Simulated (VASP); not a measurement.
Input of a VASP 6.6.1 run:

The input POSCAR:

```
Zn2C
1.0
    0.0000000000      2.6411087890      2.5779490376
    2.6411087890      0.0000000000      2.5779490376
    2.6411087890      2.6411087890      0.0000000000
C Zn
1 2
Direct
    0.0000000000      0.0000000000      0.0000000000
    0.2500000000      0.2500000000      0.2500000000
    0.7500000000      0.7500000000      0.7500000000
```

INCAR.step1

```
ALGO = Normal
EDIFF = 1E-4
ENCUT = 520
GGA = PE
ISMEAR = -1
LASPH = True
LCHARG = False
LREAL = False
LWAVE = True
NBANDS = 21
NELM = 60
PREC = Accurate
SIGMA = 0.02
```

File INCAR.step2:

```
ALGO = Normal
EDIFF = 1E-7
ENCUT = 520
ISIF = 2
ISMEAR = -1
ISTART = 1
LASPH = True
LCHARG = False
LMIXTAU = True
LREAL = False
LWAVE = False
METAGGA = R2SCAN
NBANDS = 21
NELM = 60
PREC = Accurate
SIGMA = 0.02
```

File KPOINTS:

```
k-points
0
Gamma
  8 8 8
```

Potentials or basis: VASP PAW PBE potentials, release 64 (C, Zn).

Command:

```console
$ cat potpaw_PBE.64/C/POTCAR potpaw_PBE.64/Zn/POTCAR > POTCAR
$ cp INCAR.step1 INCAR
$ mpirun -np 1 vasp_std > vasp.out
$ cp INCAR.step2 INCAR
$ mpirun -np 1 vasp_std > vasp.out
```

Q: Estimate the pressure.

A: -5.7 GPa.

Q: Predict the band gap on the k mesh.

A: 0.12 eV, direct.

Stress tensor (GPa, compression positive):
```
-7.55  0.00  0.00
 0.00 -7.55  0.00
 0.00  0.00 -2.07
```

Caveat: the cell differs from its parent crystal (biaxial xy strain +2.5%); the PAW data sets were made with another functional, which shifts forces and pressure a little.
